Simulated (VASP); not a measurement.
Here is a VASP 6.6.1 calculation.

The input INCAR:

```
  PREC = Accurate
  ENCUT = 520
  EDIFF = 1E-6
  ISMEAR = -1
  SIGMA = 0.05
  LREAL = False
  LASPH = True
  NELM = 60
  ALGO = Normal
  ISIF = 2
  LWAVE = False
  LCHARG = True
  GGA = PS
  LELF = True
  LVHAR = True
  NBANDS = 35
```

KPOINTS

```
regular mesh
0
Gamma
  6 6 8
```

File POSCAR:

```
PbO2
1.0
    4.9147040717      0.0000000000      0.0000000000
    0.0000000000      4.9147040717      0.0000000000
    0.0000000000      0.0000000000      3.4023662390
Pb O
2 4
Direct
    0.5000000000      0.5000000000      0.5000000000
    0.0000000000      0.0000000000      0.0000000000
    0.6928155267      0.6928155267      0.0000000000
    0.8071844733      0.1928155267      0.5000000000
    0.1928155267      0.8071844733      0.5000000000
    0.3071844733      0.3071844733      0.0000000000
```

Potentials or basis: VASP PAW PBE potentials, release 64 (Pb_d, O).

The run is started by

```bash
$ cat potpaw_PBE.64/Pb_d/POTCAR potpaw_PBE.64/O/POTCAR > POTCAR
$ mpirun -np 1 vasp_std > vasp.out
```

Problem. Predict the largest force.

Solution. 0.008 eV/Å.

Problem. Predict the pressure.

Solution. 5.3 GPa.

Stress tensor (GPa, compression positive):
```
5.21 0.00 0.00
0.00 5.21 0.00
0.00 0.00 5.40
```

Caveat: the cell stands under pressure; the PAW data sets were made with another functional, which shifts forces and pressure a little.
